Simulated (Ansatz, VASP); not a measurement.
# BaRe in VASP and in Ansatz

```
Ba Re
1.0
     1.50684    0.86997    5.91222
    -1.50684    0.86997    5.91222
     0.00000   -1.73994    5.91222
Ba Re
1 1
Direct
  0.00000 0.00000 0.00000
  0.50000 0.50000 0.50000
```

Alike in both runs: functional PBE; k mesh 6 × 6 × 6; occupations gaussian, width 0.1 eV; no spin polarisation.

Ansatz relaxed the structure, and its values are those at the end. VASP's run is a single point on that final structure, the one shown.

|  | VASP | Ansatz |
| --- | --- | --- |
| version | VASP 6.6.1 | Ansatz 0.2.0 |
| potentials or method | VASP PAW PBE potentials, release 64 (Ba_sv, Re), cutoff 520 eV | scalar-relativistic, plane waves, PAW |
| valence electrons in the cell | 17 | 25 |

Ansatz gave:

* gap on the k mesh at the Fermi level (eV): none
* pressure (GPa): 0.1

Question: What did VASP give for the same quantities?

Answer: gap on the k mesh at the Fermi level (eV): none; pressure (GPa): 3.2.

A gap of «none» marks a metal or a gap that the smearing closes. VASP's potentials hold 17 valence electrons a cell and Ansatz's 25, so a difference there can come from the potentials and not from the codes.

The k mesh is coarse, so the values compare programs but aren't converged. Neither program's run includes spin-orbit coupling.
